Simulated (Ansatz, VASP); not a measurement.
**Ru in VASP and in Ansatz**

File INCAR:

```
PREC     = Accurate       # precision mode
ENCUT    = 520            # plane-wave cutoff, eV
EDIFF    = 1E-6           # SCF threshold, eV
ISMEAR   = 0              # smearing method
SIGMA    = 0.15           # smearing width, eV
LREAL    = F              # projectors in reciprocal space
LASPH    = T              # aspherical terms in the spheres
NELM     = 100            # most SCF steps
ALGO     = Fast           # electronic algorithm
ISIF     = 2              # what is computed and relaxed
LWAVE    = F              # write WAVECAR
LCHARG   = F              # write CHGCAR
GGA      = CA             # functional
NBANDS   = 21             # bands
```

KPOINTS

```
regular mesh
0
Gamma
  21 21 10
```

The input POSCAR:

```
Ru
1.0
    2.7275399786      0.0000000000      0.0000000000
   -1.3637699893      2.3621189113      0.0000000000
    0.0000000000      0.0000000000      4.2267610266
Ru
2
Direct
    0.3333333333      0.6666666667      0.2500000000
    0.6666666667      0.3333333333      0.7500000000
```

Input for Ansatz:

```yaml
crystal:
  lattice:
    - [2.7275399786, 0.0, 0.0]
    - [-1.3637699893, 2.3621189113, 0.0]
    - [0.0, 0.0, 4.2267610266]
  atoms:
    - { symbol: Ru, position: [0.3333333333, 0.6666666667, 0.25] }
    - { symbol: Ru, position: [0.6666666667, 0.3333333333, 0.75] }
basis:
  ecutwfc: 420
kpoints:
  mp_grid: { grid: [21, 21, 10] }
hamiltonian:
  xc: lda
  pseudopotentials: { kind: paw, azcp: { folder: soft_1 } }
scf:
  occupations: { method: gaussian, width: 0.15 }
output:
  forces: true
  stress: true
  eigenvalues: true
  write_density: true
  write_potential: true
  elf: true
  volumetric_format: npy
```

Change from the starting cell: mode 5 frozen in at +0.000 Å, equal normal strain along x and y +0.0200.

Alike in both runs: task single point; functional LDA; k mesh 21 × 21 × 10; occupations gaussian, width 0.15 eV; no spin polarisation.

|  | VASP | Ansatz |
| --- | --- | --- |
| version | VASP 6.6.1 | Ansatz 0.2.0 |
| potentials or method | VASP PAW LDA potentials, release 64 (Ru_pv), cutoff 520 eV | scalar-relativistic, plane waves, PAW |
| valence electrons in the cell | 28 | 32 |

|  | VASP | Ansatz | Ansatz less VASP |
| --- | --- | --- | --- |
| gap on the k mesh at the Fermi level (eV) | none | none | - |
| pressure (GPa) | -12.0 | -12.7 | -0.72 |
| traceless stress, the component that is largest in VASP (GPa) | 5.08 | 5.00 | -0.085 |

Ansatz warns that its potentials were made for another functional, while VASP's fit it. LDA's correlation is that of Perdew and Zunger in VASP and of Perdew and Wang (1992) in Ansatz. A gap of «none» marks a metal or a gap that the smearing closes. VASP's potentials hold 28 valence electrons a cell and Ansatz's 32, so a difference there can come from the potentials and not from the codes.
